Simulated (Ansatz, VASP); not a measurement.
Two plane-wave programs on AlB2As3

INCAR

```
SYSTEM = AlB2As3
ALGO = Normal
EDIFF = 1E-6
ENCUT = 520
GGA = PE
ISIF = 2
ISMEAR = 0
LASPH = .TRUE.
LCHARG = .FALSE.
LREAL = .FALSE.
LWAVE = .FALSE.
NBANDS = 36
NELM = 60
PREC = Accurate
SIGMA = 0.1
```

Contents of KPOINTS:

```
k-points
0
G
  6 6 1
  0 0 0
```

The input POSCAR:

```
AlB2As3
1.0
    3.6364835000      0.0000000000      0.0000000000
   -1.8182417500      3.1492870900      0.0000000000
    0.0000000000      0.0000000000     17.9293284500
Al B As
2 4 6
Direct
    0.3333333300      0.6666666700      0.0002276700
    0.6666666700      0.3333333300      0.5002276700
    0.3333333300      0.6666666700      0.3335610000
    0.3333333300      0.6666666700      0.6668943300
    0.6666666700      0.3333333300      0.1668943300
    0.6666666700      0.3333333300      0.8335610000
    0.3333333300      0.6666666700      0.1251056700
    0.3333333300      0.6666666700      0.4584390000
    0.3333333300      0.6666666700      0.7917723400
    0.6666666700      0.3333333300      0.2917723400
    0.6666666700      0.3333333300      0.6251056700
    0.6666666700      0.3333333300      0.9584390000
```

Input for Ansatz:

```yaml
crystal:
  lattice:
    - [3.6364835, 0.0, 0.0]
    - [-1.81824175, 3.14928709, 0.0]
    - [0.0, 0.0, 17.92932845]
  atoms:
    - { symbol: Al, position: [0.33333333, 0.66666667, 0.00022767] }
    - { symbol: Al, position: [0.66666667, 0.33333333, 0.50022767] }
    - { symbol: B, position: [0.33333333, 0.66666667, 0.333561] }
    - { symbol: B, position: [0.33333333, 0.66666667, 0.66689433] }
    - { symbol: B, position: [0.66666667, 0.33333333, 0.16689433] }
    - { symbol: B, position: [0.66666667, 0.33333333, 0.833561] }
    - { symbol: As, position: [0.33333333, 0.66666667, 0.12510567] }
    - { symbol: As, position: [0.33333333, 0.66666667, 0.458439] }
    - { symbol: As, position: [0.33333333, 0.66666667, 0.79177234] }
    - { symbol: As, position: [0.66666667, 0.33333333, 0.29177234] }
    - { symbol: As, position: [0.66666667, 0.33333333, 0.62510567] }
    - { symbol: As, position: [0.66666667, 0.33333333, 0.958439] }
basis:
  ecutwfc: 420
kpoints:
  mp_grid: { grid: [6, 6, 1] }
hamiltonian:
  xc: pbe
scf:
  occupations: { method: gaussian, width: 0.1 }
  lower_state_search: "off"
output:
  forces: true
  stress: true
  eigenvalues: true
```

Alike in both runs: task single point; functional PBE; k mesh 6 × 6 × 1; occupations gaussian, width 0.1 eV; no spin polarisation.

|  | VASP | Ansatz |
| --- | --- | --- |
| version | VASP 6.6.1 | Ansatz 0.2.0 |
| potentials or method | VASP PAW PBE potentials, release 64 (Al, B, As), cutoff 520 eV | scalar-relativistic, plane waves, PAW |
| valence electrons in the cell | 48 | 108 |

```csv
,VASP,Ansatz,Ansatz less VASP
gap on the k mesh at the Fermi level (eV),0.80,0.81,+0.009
least direct gap on the mesh (eV),1.25,1.25,+0.001
pressure (GPa),3.0,2.6,-0.34
"traceless stress, the component that is largest in VASP (GPa)",0.98,0.99,+0.019
rms of the force components (eV/Å),1.238,1.231,-0.0061
```

Atom by atom the forces differ by 0.007 eV/Å (rms over components). VASP's potentials hold 48 valence electrons a cell and Ansatz's 108, so a difference there can come from the potentials and not from the codes.
